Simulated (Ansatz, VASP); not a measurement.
## V in VASP and in Ansatz

```
V
1.0
    -1.67709    1.51736    1.51736
     1.51736   -1.67709    1.51736
     1.51736    1.51736   -1.67709
V
1
Cartesian
  0.0000 0.0000 0.0000
```

Alike in both runs: task single point; functional PBEsol; k mesh 24 × 24 × 24; occupations gaussian, width 0.15 eV; no spin polarisation.

|  | VASP | Ansatz |
| --- | --- | --- |
| version | VASP 6.6.1 | Ansatz 0.2.0 |
| potentials or method | VASP PAW PBE potentials, release 64 (V_sv), cutoff 520 eV | scalar-relativistic, plane waves, PAW |
| valence electrons in the cell | 13 | 13 |

Ansatz gave:

```
gap on the k mesh at the Fermi level (eV)                     : none
pressure (GPa)                                                : -11.2
traceless stress, the component that is largest in VASP (GPa) : 1.51
```

**Question.** What did VASP give for the same quantities?

**Answer.** gap on the k mesh at the Fermi level (eV): none; pressure (GPa): -10.8; traceless stress, the component that is largest in VASP (GPa): 1.60.

VASP's potentials were made for PBE, not for PBEsol. A gap of «none» marks a metal or a gap that the smearing closes. The functional is the same, so the differences come from potentials, cutoffs and numerics.
